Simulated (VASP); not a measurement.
# AlN (rocksalt type) (Fm-3m) in VASP: further runs, part 2 of 3

VASP 6.6.1.

## (3) Single point, PBE (volume scaled by 0.64)

INCAR

```
ALGO = Normal ; EDIFF = 1E-7
ENCUT = 520 ; GGA = PE
ISIF = 2 ; ISMEAR = -1
LASPH = True ; LCHARG = False
LREAL = False ; LWAVE = False
NBANDS = 11 ; NELM = 60
PREC = Accurate ; SIGMA = 0.05
```

KPOINTS

```
k-points
0
Gamma
  17 17 17
```

POSCAR

```
AlN
1.0
    0.0000000000      1.7539487514      1.7539487514
    1.7539487514      0.0000000000      1.7539487514
    1.7539487514      1.7539487514      0.0000000000
Al N
1 1
Direct
    0.0000000000      0.0000000000      0.0000000000
    0.5000000000      0.5000000000      0.5000000000
```

Potentials or basis: VASP PAW PBE potentials, release 64 (Al, N).

Launch:

```
cat potpaw_PBE.64/Al/POTCAR potpaw_PBE.64/N/POTCAR > POTCAR
mpirun -np 1 vasp_std > vasp.out
```

OUTCAR:

```text
EDIFF = 1E-7
   ENCUT = 520
   GGA = PE
   ISIF = 2
   ISMEAR = -1
   LASPH = True
   LREAL = False
   NELM = 60
   PREC = Accurate

 ion  position               nearest neighbor table
   1  0.000  0.000  0.000-   2 1.75   2 1.75   2 1.75   2 1.75   2 1.75   2 1.75
   2  0.500  0.500  0.500-   1 1.75   1 1.75   1 1.75   1 1.75   1 1.75   1 1.75

  LATTYP: Found a face centered cubic cell.
 ALAT       =     3.5078975028

  Lattice vectors:

 A1 = (   0.0000000000,   1.7539487514,   1.7539487514)
 A2 = (   1.7539487514,   0.0000000000,   1.7539487514)
 A3 = (   1.7539487514,   1.7539487514,   0.0000000000)

Analysis of symmetry for initial positions (statically):
=====================================================================
 Subroutine PRICEL returns:
 Original cell was already a primitive cell.

 Routine SETGRP: Setting up the symmetry group for a
 face centered cubic supercell.

 Subroutine GETGRP returns: Found 48 space group operations
 (whereof 48 operations were pure point group operations)
 out of a pool of 48 trial point group operations.

The static configuration has the point symmetry O_h .

Analysis of symmetry for dynamics (positions and initial velocities):
=====================================================================
 Subroutine PRICEL returns:
 Original cell was already a primitive cell.

 Routine SETGRP: Setting up the symmetry group for a
 face centered cubic supercell.

 Subroutine GETGRP returns: Found 48 space group operations
 (whereof 48 operations were pure point group operations)
 out of a pool of 48 trial point group operations.

The dynamic configuration has the point symmetry O_h .

 Subroutine INISYM returns: Found 48 space group operations
 (whereof 48 operations are pure point group operations),
 and found     1 'primitive' translations

----------------------------------------------------------------------------------------

[... 117 lines left out ...]
   GGA     = PE    functional components
   LHFCALC =     F    Hartree Fock is set to
   AEXX    =    0.0000 exact exchange contribution
   IVDW    =     0    specifies the selected vdW correction
   LEPSILON=     F    determine dielectric tensor
   LRPA    =     F    only Hartree local field effects (RPA)
 non-spin polarized calculation
  energy-cutoff  :      520.00
  volume of cell :       10.79
 maximum number of plane-waves:       303
   NGX =  9   NGY =  9   NGZ =  9

 number of electron       7.9999998 magnetization

 Free energy of the ion-electron system (eV)
  ---------------------------------------------------
  ext. energy  EPLUGINS =         0.00000000
  ---------------------------------------------------
  free energy    TOTEN  =       -11.01943042 eV

  energy without entropy =      -11.01943042  energy(sigma->0) =      -11.01943042

 E-fermi :  17.4937     XC(G=0): -14.4417

 val. band max:       16.6282875915   @ k =   0.0000   0.0000   0.0000
 cond. band min:      20.7613247888   @ k =   0.4706   0.4706   0.0000
 fundamental gap:      4.1330371973
 Fermi energy:        17.4937438032

 k-point     1 :       0.0000    0.0000    0.0000
  band No.  band energies     occupation
      1      -5.4502      2.00000
      2      16.6283      2.00000
      3      16.6283      2.00000
      4      16.6283      2.00000
      5      29.9093      0.00000
      6      29.9996      0.00000
      7      29.9996      0.00000
      8      29.9996      0.00000
      9      36.4640      0.00000
     10      37.6914      0.00000
     11      37.6914      0.00000
[... 309 lines left out ...]
 k-point    24 :      -0.1176    0.0588    0.0000
  band No.  band energies     occupation
      1      -4.8030      2.00000
      2      14.4459      2.00000
      3      15.7032      2.00000
      4      16.2537      2.00000
      5      28.1425      0.00000
      6      30.4031      0.00000
      7      30.8214      0.00000
      8      32.1156      0.00000
      9      35.9749      0.00000
     10      37.2701      0.00000
     11      40.9342      0.00000

 [... further k-points ...]

------------------------ aborting loop because EDIFF is reached ----------------------------------------

  FORCE on cell =-STRESS in cart. coord.  units (eV):
  Direction    XX          YY          ZZ          XY          YZ          ZX
  --------------------------------------------------------------------------------------
  -------------------------------------------------------------------------------------
  Total       18.1027767     18.1027767     18.1027767      0.0000000      0.0000000      0.0000000
  in kB     2687.6646713   2687.6646713   2687.6646713      0.0000000      0.0000000      0.0000000
  external PRESSURE =    2687.6646713 kB  Pullay stress =       0.0000000 kB

 VOLUME and BASIS-vectors are now :
 -----------------------------------------------------------------------------
  energy-cutoff  :      520.00
  volume of cell :       10.79
      direct lattice vectors                 reciprocal lattice vectors
     0.000000000  1.753948751  1.753948751    -0.285071043  0.285071043  0.285071043
     1.753948751  0.000000000  1.753948751     0.285071043 -0.285071043  0.285071043
     1.753948751  1.753948751  0.000000000     0.285071043  0.285071043 -0.285071043

 POSITION                                       TOTAL-FORCE (eV/Angst)
 -----------------------------------------------------------------------------------
      0.00000      0.00000      0.00000        -0.000000     -0.000000     -0.000000
      1.75395      1.75395      1.75395         0.000000      0.000000      0.000000
 -----------------------------------------------------------------------------------
    total drift:                               -0.000000     -0.000000     -0.000000

  FREE ENERGIE OF THE ION-ELECTRON SYSTEM (eV)
  ---------------------------------------------------
  free  energy   TOTEN  =       -11.0194304197 eV

  energy  without entropy=      -11.0194304197  energy(sigma->0) =      -11.01943042
```

OSZICAR:

```text
N       E                     dE             d eps       ncg     rms          rms(c)
DAV:   1     0.152645678645E+02    0.15265E+02   -0.44610E+03  3734   0.654E+02
DAV:   2    -0.129664426429E+02   -0.28231E+02   -0.27435E+02  4466   0.161E+02
DAV:   3    -0.135305193210E+02   -0.56408E+00   -0.56337E+00  4351   0.194E+01
DAV:   4    -0.135321883501E+02   -0.16690E-02   -0.16690E-02  4175   0.117E+00
DAV:   5    -0.135321974386E+02   -0.90885E-05   -0.90882E-05  4331   0.768E-02    0.106E+01
DAV:   6    -0.111785333062E+02    0.23537E+01   -0.63685E+00  4031   0.161E+01    0.456E+00
DAV:   7    -0.110314731272E+02    0.14706E+00   -0.65964E-01  4277   0.558E+00    0.252E+00
DAV:   8    -0.110197231049E+02    0.11750E-01   -0.16667E-02  4100   0.111E+00    0.539E-01
DAV:   9    -0.110194091187E+02    0.31399E-03   -0.11408E-03  4260   0.245E-01    0.264E-01
DAV:  10    -0.110194358110E+02   -0.26692E-04   -0.68792E-05  4366   0.702E-02    0.101E-01
DAV:  11    -0.110194303012E+02    0.55098E-05   -0.17772E-05  4251   0.278E-02    0.693E-03
DAV:  12    -0.110194304584E+02   -0.15715E-06   -0.42145E-07  4078   0.639E-03    0.206E-03
DAV:  13    -0.110194304197E+02    0.38631E-07   -0.16364E-09  2205   0.362E-04
   1 F= -.11019430E+02 E0= -.11019430E+02  d E =-.757067E-10
```

Run time: 10 s. Hardware: 1 thread of Intel Xeon 6975P-C (Granite Rapids), shared host; peak memory 0.13 GiB.

Results:

```
Free energy            : -11.0194 eV
Pressure               : 268.8 GPa
Band gap on the k mesh : 4.13 eV, indirect (least direct gap 8.17 eV)
```

Levels at points of the mesh, in eV from the valence-band top:
```tsv
k point	band 1	band 2	band 3	band 4	band 5	band 6	band 7	band 8
(0.00, 0.00, 0.00)	-22.08	0.00	0.00	0.00	13.28	13.37	13.37	13.37
```

## (4) Single point, PBE (volume scaled by 0.72)

INCAR

```
PREC     = Accurate       # precision mode
ENCUT    = 520            # plane-wave cutoff, eV
EDIFF    = 1E-6           # SCF threshold, eV
ISMEAR   = -1             # smearing method
SIGMA    = 0.05           # smearing width, eV
LREAL    = F              # projectors in reciprocal space
LASPH    = T              # aspherical terms in the spheres
NELM     = 60             # most SCF steps
ALGO     = Normal         # electronic algorithm
ISIF     = 2              # what is computed and relaxed
LWAVE    = F              # write WAVECAR
LCHARG   = F              # write CHGCAR
GGA      = PE             # functional
NBANDS   = 11             # bands
```

KPOINTS

```
regular mesh
0
Gamma
  17 17 17
```

POSCAR

```
AlN
1.0
    0.0000000000      1.8241802122      1.8241802122
    1.8241802122      0.0000000000      1.8241802122
    1.8241802122      1.8241802122      0.0000000000
Al N
1 1
Direct
    0.0000000000      0.0000000000      0.0000000000
    0.5000000000      0.5000000000      0.5000000000
```

Launch:

```
cat potpaw_PBE.64/Al/POTCAR potpaw_PBE.64/N/POTCAR > POTCAR
mpirun -np 1 vasp_std > vasp.out
```

Run time: 11 s. Hardware: 1 thread of Intel Xeon 6975P-C (Granite Rapids), shared host; peak memory 0.13 GiB.

Results (log left out):

```yaml
Free_energy: -12.7782 eV
Pressure: 157.4 GPa
Band_gap_on_the_k_mesh: 4.58 eV, indirect (least direct gap 8.24 eV)
```

Levels at points of the mesh, in eV from the valence-band top:
| k point | band 1 | band 2 | band 3 | band 4 | band 5 | band 6 | band 7 | band 8 |
| --- | --- | --- | --- | --- | --- | --- | --- | --- |
| (0.00, 0.00, 0.00) | -20.70 | 0.00 | 0.00 | 0.00 | 10.87 | 13.08 | 13.08 | 13.08 |

 A k mesh can miss the band edges.

(Part 2 of 3 ends here.)
